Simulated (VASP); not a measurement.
# CeO2 (fluorite type) (Fm-3m) in VASP: a series of runs

Runs on CeO2 (fluorite type). Level: HSE06. Tasks: single point.

Program: VASP 6.6.1. These are calculated values, not measurements. Logs are shortened: lines on timing, memory, paths and dates and some standing lists are left out, and cuts for length are marked.

### 1 The cell of the first run

The structure is cubic, space group Fm-3m (No. 225). The conventional cell has a = 5.478 Å, b = 5.478 Å, c = 5.478 Å, α = 90.00°, β = 90.00°, γ = 90.00°. Within 3.1 Å of Ce (site symmetry m-3m) lie 8 O at 2.37 Å. O (site symmetry -43m) has 4 Ce at 2.37 Å and 6 O at 2.74 Å within 3.1 Å.

### 2 Single point, HSE06

Input file POSCAR:

```
CeO2
1.0
    0.0000000000      2.7390698341      2.7390698341
    2.7390698341      0.0000000000      2.7390698341
    2.7390698341      2.7390698341      0.0000000000
Ce O
1 2
Direct
    0.0000000000      0.0000000000      0.0000000000
    0.2500000000      0.2500000000      0.2500000000
    0.7500000000      0.7500000000      0.7500000000
```

Input file INCAR.step1:

```
SYSTEM = CeO2
PREC = Accurate
ENCUT = 520
EDIFF = 1E-5
ISMEAR = -1
SIGMA = 0.05
LREAL = .FALSE.
LASPH = .TRUE.
NELM = 60
ALGO = Normal
ISIF = 2
LWAVE = .TRUE.
LCHARG = .FALSE.
GGA = PE
NBANDS = 19
```

Input file INCAR.step2:

```
SYSTEM = CeO2
PREC = Accurate
ENCUT = 520
EDIFF = 1E-6
ISMEAR = -1
SIGMA = 0.05
LREAL = .FALSE.
LASPH = .TRUE.
NELM = 60
ALGO = Normal
ISIF = 2
LWAVE = .FALSE.
LCHARG = .FALSE.
GGA = PE
LHFCALC = .TRUE.
HFSCREEN = 0.2079
PRECFOCK = Normal
ISTART = 1
NBANDS = 19
```

Input file KPOINTS:

```
Automatic mesh
0
G
  4 4 4
  0 0 0
```

Potentials or basis: VASP PAW PBE potentials, release 64 (Ce, O).

Launch:

```
cat potpaw_PBE.64/Ce/POTCAR potpaw_PBE.64/O/POTCAR > POTCAR
cp INCAR.step1 INCAR
mpirun -np 1 vasp_std > vasp.out
cp INCAR.step2 INCAR
mpirun -np 1 vasp_std > vasp.out
```

OUTCAR:

```text
SYSTEM = CeO2
   PREC = Accurate
   ENCUT = 520
   EDIFF = 1E-6
   ISMEAR = -1
   LREAL = .FALSE.
   LASPH = .TRUE.
   NELM = 60
   ISIF = 2
   GGA = PE
   LHFCALC = .TRUE.
   HFSCREEN = 0.2079
   PRECFOCK = Normal
   ISTART = 1

 ion  position               nearest neighbor table
   1  0.000  0.000  0.000-   3 2.37   3 2.37   3 2.37   2 2.37   2 2.37   2 2.37   3 2.37   2 2.37

   2  0.250  0.250  0.250-   1 2.37   1 2.37   1 2.37   1 2.37
   3  0.750  0.750  0.750-   1 2.37   1 2.37   1 2.37   1 2.37

  LATTYP: Found a face centered cubic cell.
 ALAT       =     5.4781396682

  Lattice vectors:

 A1 = (   0.0000000000,   2.7390698341,   2.7390698341)
 A2 = (   2.7390698341,   0.0000000000,   2.7390698341)
 A3 = (   2.7390698341,   2.7390698341,   0.0000000000)

Analysis of symmetry for initial positions (statically):
=====================================================================
 Subroutine PRICEL returns:
 Original cell was already a primitive cell.

 Routine SETGRP: Setting up the symmetry group for a
 face centered cubic supercell.

 Subroutine GETGRP returns: Found 48 space group operations
 (whereof 48 operations were pure point group operations)
 out of a pool of 48 trial point group operations.

The static configuration has the point symmetry O_h .

Analysis of symmetry for dynamics (positions and initial velocities):
=====================================================================
 Subroutine PRICEL returns:
 Original cell was already a primitive cell.

 Routine SETGRP: Setting up the symmetry group for a
 face centered cubic supercell.

 Subroutine GETGRP returns: Found 48 space group operations
 (whereof 48 operations were pure point group operations)
 out of a pool of 48 trial point group operations.

The dynamic configuration has the point symmetry O_h .

 Subroutine INISYM returns: Found 48 space group operations
 (whereof 48 operations are pure point group operations),
 and found     1 'primitive' translations

----------------------------------------------------------------------------------------

                                     Primitive cell

  volume of cell :      41.0998

  direct lattice vectors                    reciprocal lattice vectors
     0.000000000  2.739069834  2.739069834    -0.182543721  0.182543721  0.182543721
     2.739069834  0.000000000  2.739069834     0.182543721 -0.182543721  0.182543721
     2.739069834  2.739069834  0.000000000     0.182543721  0.182543721 -0.182543721

  length of vectors
     3.873629708  3.873629708  3.873629708     0.316175000  0.316175000  0.316175000

  position of ions in fractional coordinates (direct lattice)
     0.000000000  0.000000000  0.000000000
     0.250000000  0.250000000  0.250000000
     0.750000000  0.750000000  0.750000000

  ion indices of the primitive-cell ions
   primitive index   ion index
                 1           1
                 2           2
                 3           3

----------------------------------------------------------------------------------------

 KPOINTS: Automatic mesh

Automatic generation of k-mesh.
 Grid dimensions read from file:
 generate k-points for:    4    4    4

 Generating k-lattice:

  Cartesian coordinates                     Fractional coordinates (reciprocal lattice)
    -0.045635930  0.045635930  0.045635930     0.250000000  0.000000000  0.000000000
     0.045635930 -0.045635930  0.045635930     0.000000000  0.250000000  0.000000000
     0.045635930  0.045635930 -0.045635930     0.000000000  0.000000000  0.250000000

  Length of vectors
     0.079043750  0.079043750  0.079043750

  Shift w.r.t. Gamma in fractional coordinates (k-lattice)
     0.000000000  0.000000000  0.000000000

 Subroutine IBZKPT returns following result:
 ===========================================

 Found      8 irreducible k-points:

 Following reciprocal coordinates:
            Coordinates               Weight
  0.000000  0.000000  0.000000      1.000000
  0.250000  0.000000  0.000000      8.000000
  0.500000  0.000000  0.000000      4.000000
  0.250000  0.250000  0.000000      6.000000
  0.500000  0.250000  0.000000     24.000000
 -0.250000  0.250000  0.000000     12.000000
  0.500000  0.500000  0.000000      3.000000
 -0.250000  0.500000  0.250000      6.000000
   k-points           NKPTS =      8   k-points in BZ     NKDIM =     64   number of bands    NBANDS=     19
   number of dos      NEDOS =    301   number of ions     NIONS =      3
   total plane-waves  NPLWV =  27000
   dimension x,y,z NGX =    30 NGY =   30 NGZ =   30
   dimension x,y,z NGXF=    60 NGYF=   60 NGZF=   60
   ions per type =               1   2
   NGX,Y,Z   is equivalent  to a cutoff of  12.88, 12.88, 12.88 a.u.
   NGXF,Y,Z  is equivalent  to a cutoff of  25.75, 25.75, 25.75 a.u.
 SYSTEM =  CeO2
   PREC   = accura    normal or accurate (medium, high low for compatibility)
   ISTART =      1    job   : 0-new  1-cont  2-samecut
   ICHARG =      0    charge: 1-file 2-atom 10-const
   ISPIN  =      1    spin polarized calculation?
   LNONCOLLINEAR =      F non collinear calculations
   LSORBIT =      F    spin-orbit coupling
   LASPH  =      T    aspherical Exc in radial PAW
   ENCUT  =  520.0 eV  38.22 Ry    6.18 a.u.   7.20  7.20  7.20*2*pi/ulx,y,z
   NELM   =     60;   NELMIN=  2; NELMDL=  0     # of ELM steps
   EDIFF  = 0.1E-05   stopping-criterion for ELM
   LREAL  =      F    real-space projection
   EDIFFG = 0.1E-04   stopping-criterion for IOM
   NSW    =      0    number of steps for IOM
   IBRION =     -1    ionic relax: 0-MD 1-quasi-New 2-CG
   NFREE  =      0    steps in history (QN), initial steepest desc. (CG)
   ISIF   =      2    stress and relaxation
   ISYM   =      3    0-nonsym 1-usesym 2-fastsym
   POTIM  = 0.5000    time-step for ionic-motion
   TEBEG  =    0.0;   TEEND  =   0.0 temperature during run
   PSTRESS=    0.0 pullay stress
   NELECT =      24.0000    total number of electrons
   NUPDOWN=      -1.0000    fix difference up-down
   EMIN   =  10.00;   EMAX   =-10.00  energy-range for DOS
   EFERMI =   0.00;   METHOD = LEGACY
   ISMEAR =    -1;   SIGMA  =   0.05  broadening in eV -4-tet -1-fermi 0-gaus
   EFERMI_NEDOS =   21; number of points for ismear=-14 and -15
   IALGO  =     38    algorithm
   IMIX   =      1    mixing-type and parameters
     AMIX     =   0.40;   BMIX     =  1.00
     AMIX_MAG =   1.60;   BMIX_MAG =  1.00
  volume/ion in A,a.u.               =      13.70        92.45
  Fermi-wavevector in a.u.,A,eV,Ry     =   1.368355  2.585816 25.475489  1.872396
  Thomas-Fermi vector in A             =   2.494326
   LORBIT       =      0    0 simple, 1 ext, 2 COOP (PROOUT), +10 PAW based schemes
   GGA     = PE    functional components
   LHFCALC =     T    Hartree Fock is set to
   PRECFOCK=normal    Normal, Fast or Accurate (Low or Medium for compatibility)
   ENCUT4O =  -1.0   cutoff for four orbital integrals eV
   NKREDX  =     1    reduce k-point grid by
   NKREDY  =     1    reduce k-point grid by
   NKREDZ  =     1    reduce k-point grid by
   AEXX    =    0.2500 exact exchange contribution
   HFSCREEN=    0.2079 screening length (either q_TF or 0.3 A-1)
   HFSCREENC=   0.2079 screening length for correlation (either q_TF or 0.3 A-1)
   ENCUTFOCK=  -1.0 apply spherical cutoff to Coloumb kernel
   IVDW    =     0    specifies the selected vdW correction
   LEPSILON=     F    determine dielectric tensor
   LRPA    =     F    only Hartree local field effects (RPA)
 non-spin polarized calculation
  energy-cutoff  :      520.00
  volume of cell :       41.10
 maximum number of plane-waves:      1124
 NGX is ok and might be reduce to    30
  NGX = 24; NGY = 24; NGZ = 24

 number of electron      23.9999992 magnetization

 Free energy of the ion-electron system (eV)
  ---------------------------------------------------
  ext. energy  EPLUGINS =         0.00000000
  ---------------------------------------------------
  free energy    TOTEN  =       -32.13681896 eV

  energy without entropy =      -32.13681896  energy(sigma->0) =      -32.13681896

 E-fermi :   5.3489     XC(G=0):  -9.1577

 val. band max:        4.1464647027   @ k =  -0.2500   0.2500   0.0000
 cond. band min:       7.5331907473   @ k =   0.5000   0.0000   0.0000
 fundamental gap:      3.3867260446
 Fermi energy:         5.3488889919

 k-point     1 :       0.0000    0.0000    0.0000
  band No.  band energies     occupation
      1     -31.3062      2.00000
      2     -13.7479      2.00000
      3     -12.6983      2.00000
      4     -12.1430      2.00000
      5     -12.1430      2.00000
      6     -12.1430      2.00000
[... 11 lines left out ...]
     18       8.5386      0.00000
     19       8.5386      0.00000

 k-point     2 :       0.2500    0.0000    0.0000
  band No.  band energies     occupation
      1     -31.2181      2.00000
      2     -15.1010      2.00000
      3     -13.1419      2.00000
      4     -12.2581      2.00000
      5     -12.2581      2.00000
      6     -10.6041      2.00000
[... 11 lines left out ...]
     18       8.3717      0.00000
     19       8.3717      0.00000

 k-point     3 :       0.5000    0.0000    0.0000
  band No.  band energies     occupation
      1     -31.1267      2.00000
      2     -15.8891      2.00000
      3     -13.5344      2.00000
      4     -12.3681      2.00000
      5     -12.3681      2.00000
      6      -9.5827      2.00000
[... 11 lines left out ...]
     18       8.4252      0.00000
     19       8.4252      0.00000

 k-point     4 :       0.2500    0.2500    0.0000
  band No.  band energies     occupation
      1     -31.1884      2.00000
      2     -15.3597      2.00000
      3     -13.1009      2.00000
      4     -12.4320      2.00000
      5     -12.4320      2.00000
      6     -10.2026      2.00000
[... 11 lines left out ...]
     18       8.2888      0.00000
     19       8.2888      0.00000

 k-point     5 :       0.5000    0.2500    0.0000
  band No.  band energies     occupation
      1     -31.0969      2.00000
      2     -15.7711      2.00000
      3     -14.5058      2.00000
      4     -12.5382      2.00000
      5     -11.3656      2.00000
      6      -9.7373      2.00000
[... 11 lines left out ...]
     18       8.2591      0.00000
     19       8.3921      0.00000

 k-point     6 :      -0.2500    0.2500    0.0000
  band No.  band energies     occupation
      1     -31.1276      2.00000
      2     -15.4366      2.00000
      3     -14.6624      2.00000
      4     -12.3708      2.00000
      5     -10.9068      2.00000
      6     -10.4208      2.00000
[... 11 lines left out ...]
     18       8.1884      0.00000
     19       8.2905      0.00000

 k-point     7 :       0.5000    0.5000    0.0000
  band No.  band energies     occupation
      1     -31.0665      2.00000
      2     -16.2278      2.00000
      3     -13.4572      2.00000
      4     -12.6994      2.00000
      5     -12.6994      2.00000
      6      -8.9282      2.00000
[... 11 lines left out ...]
     18       8.2821      0.00000
     19       8.6225      0.00000

 k-point     8 :      -0.2500    0.5000    0.2500
  band No.  band energies     occupation
      1     -31.0664      2.00000
      2     -15.3928      2.00000
      3     -15.3928      2.00000
      4     -12.7219      2.00000
      5     -10.2729      2.00000
      6     -10.2729      2.00000
[... 11 lines left out ...]
     18       8.1404      0.00000
     19       8.5683      0.00000

------------------------ aborting loop because EDIFF is reached ----------------------------------------

  FORCE on cell =-STRESS in cart. coord.  units (eV):
  Direction    XX          YY          ZZ          XY          YZ          ZX
  --------------------------------------------------------------------------------------
  -------------------------------------------------------------------------------------
  Total       -2.2266860     -2.2266860     -2.2266860      0.0000000      0.0000000      0.0000000
  in kB      -86.8021041    -86.8021041    -86.8021041      0.0000000      0.0000000      0.0000000
  external PRESSURE =     -86.8021041 kB  Pullay stress =       0.0000000 kB

 VOLUME and BASIS-vectors are now :
 -----------------------------------------------------------------------------
  energy-cutoff  :      520.00
  volume of cell :       41.10
      direct lattice vectors                 reciprocal lattice vectors
     0.000000000  2.739069834  2.739069834    -0.182543721  0.182543721  0.182543721
     2.739069834  0.000000000  2.739069834     0.182543721 -0.182543721  0.182543721
     2.739069834  2.739069834  0.000000000     0.182543721  0.182543721 -0.182543721

 POSITION                                       TOTAL-FORCE (eV/Angst)
 -----------------------------------------------------------------------------------
      0.00000      0.00000      0.00000        -0.000000     -0.000000     -0.000000
      1.36953      1.36953      1.36953        -0.000000     -0.000000     -0.000000
      4.10860      4.10860      4.10860         0.000000      0.000000      0.000000
 -----------------------------------------------------------------------------------
    total drift:                                0.000000     -0.000001      0.000003

  FREE ENERGIE OF THE ION-ELECTRON SYSTEM (eV)
  ---------------------------------------------------
  free  energy   TOTEN  =       -32.1368189581 eV

  energy  without entropy=      -32.1368189581  energy(sigma->0) =      -32.13681896
```

It took 24 min on 1 thread of Intel Xeon Platinum 8375C at 2.90GHz (Ice Lake), shared host; peak memory 0.29 GiB.

Results:

* Free energy: -32.1368 eV
* Pressure: -8.7 GPa
* Band gap on the k mesh: 3.39 eV (least direct gap 3.56 eV)

Caveat: the k points lie up to 0.50 Å⁻¹ apart; the PAW data sets were made with another functional, which shifts forces and pressure a little; spin-orbit coupling is left out, which moves the levels of the heavy elements. A k mesh can miss the band edges.

[end of part 1 of 2]
